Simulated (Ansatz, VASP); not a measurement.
## AlN: VASP beside Ansatz

INCAR

```
SYSTEM = AlN
PREC = Accurate
ENCUT = 520
EDIFF = 1E-7
ISMEAR = -1
SIGMA = 0.02
LREAL = .FALSE.
LASPH = .TRUE.
NELM = 100
ALGO = Normal
ISIF = 2
LWAVE = .FALSE.
LCHARG = .FALSE.
GGA = PE
NBANDS = 16
```

The input KPOINTS:

```
Automatic mesh
0
G
  11 11 6
  0 0 0
```

The input POSCAR:

```
AlN
1.0
    3.0176720870      0.0000000000      0.0000000000
   -1.5088360435      2.6133806877      0.0000000000
    0.0000000000      0.0000000000      4.9780000000
Al N
2 2
Direct
    0.3333333333      0.6666666667      0.0000000000
    0.6666666667      0.3333333333      0.5000000000
    0.3333333333      0.6666666667      0.3850000000
    0.6666666667      0.3333333333      0.8850000000
```

Input for Ansatz:

```yaml
crystal:
  lattice:
    - [3.017672087, 0.0, 0.0]
    - [-1.5088360435, 2.6133806877, 0.0]
    - [0.0, 0.0, 4.978]
  atoms:
    - { symbol: Al, position: [0.3333333333, 0.6666666667, 0.0] }
    - { symbol: Al, position: [0.6666666667, 0.3333333333, 0.5] }
    - { symbol: "N", position: [0.3333333333, 0.6666666667, 0.385] }
    - { symbol: "N", position: [0.6666666667, 0.3333333333, 0.885] }
kpoints:
  mp_grid: { grid: [11, 11, 6] }
  band_path:
    path:
      - [0.0, 0.0, 0.0]
      - [0.5, 0.0, 0.0]
      - [0.3333333333, 0.3333333333, 0.0]
      - [0.0, 0.0, 0.0]
      - [0.0, 0.0, 0.5]
      - [0.5, 0.0, 0.5]
      - [0.3333333333, 0.3333333333, 0.5]
      - [0.0, 0.0, 0.5]
      - [0.5, 0.0, 0.5]
    npoints: 5
scf:
  occupations: { method: fermi_dirac, width: 0.02 }
hamiltonian:
  xc: pbe
  pseudopotentials: { kind: all_electron, lapw: { basis_error: 0.001 } }
output:
  forces: true
  stress: true
  eigenvalues: true
```

Change from the starting cell: equal xx and yy strain of -3 %.

Alike in both runs: task single point; functional PBE; k mesh 11 × 11 × 6; occupations fermi-dirac, width 0.02 eV; no spin polarisation.

```csv
,VASP,Ansatz
version,VASP 6.6.1,Ansatz 0.2.0
potentials or method,"VASP PAW PBE potentials, release 64 (Al, N), cutoff 520 eV","all-electron LAPW, scalar-relativistic"
```

Ansatz gave:

```
gap on the k mesh at the Fermi level (eV)                     : 4.78
pressure (GPa)                                                : 19.1
traceless stress, the component that is largest in VASP (GPa) : -11.69
rms of the force components (eV/Å)                            : 0.348
```

Problem. Which values does VASP return?

Solution. gap on the k mesh at the Fermi level (eV): 4.78; pressure (GPa): 19.0; traceless stress, the component that is largest in VASP (GPa): -11.75; rms of the force components (eV/Å): 0.349.

Atom by atom the forces differ by 0.001 eV/Å (rms over components). Ansatz ran all-electron here, and VASP with PAW potentials.
